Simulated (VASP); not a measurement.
Runs of VASP 6.6.1 on BP. The structure is that of space group F-43m (No. 216), or close to it. The cells are those of the table. 

```tsv
task	cell	cutoff (eV)	gap on the mesh (eV)	pressure (GPa)
single point	a = 3.152 Å, angles 60.0, 60.0, 90.0°, 2 atoms	520	(a)	3.8
relaxation of cell and atoms	relaxed to 7 GPa from a = 3.175 Å, angles 60.0, 60.0, 90.0°, 2 atoms	600	1.15	7.0
single point	a = 3.164 Å, angles 60.0, 60.0, 90.0°, 2 atoms	520	1.17	1.9
relaxation of cell and atoms	relaxed to 10 GPa from a = 3.175 Å, angles 60.0, 60.0, 90.0°, 2 atoms	600	1.13	10.0
relaxation of cell and atoms	relaxed to 2 GPa from a = 3.175 Å, angles 60.0, 60.0, 90.0°, 2 atoms	600	1.17	2.0
single point	a = 3.121 Å, angles 60.0, 60.0, 90.0°, 2 atoms	520	1.13	(b)
```

Alike in all rows: level LDA; potentials or basis VASP PAW LDA potentials, release 64 (B, P); no spin polarisation; k mesh 8 × 8 × 8; smearing gaussian 0.01 eV.

Q: Estimate the missing entries.

A: (a) 1.16; (b) 9.8.

Caveats: the cell is relaxed towards a set pressure, so the enthalpy falls and the energy may rise (some runs).

A k mesh can miss the band edges.
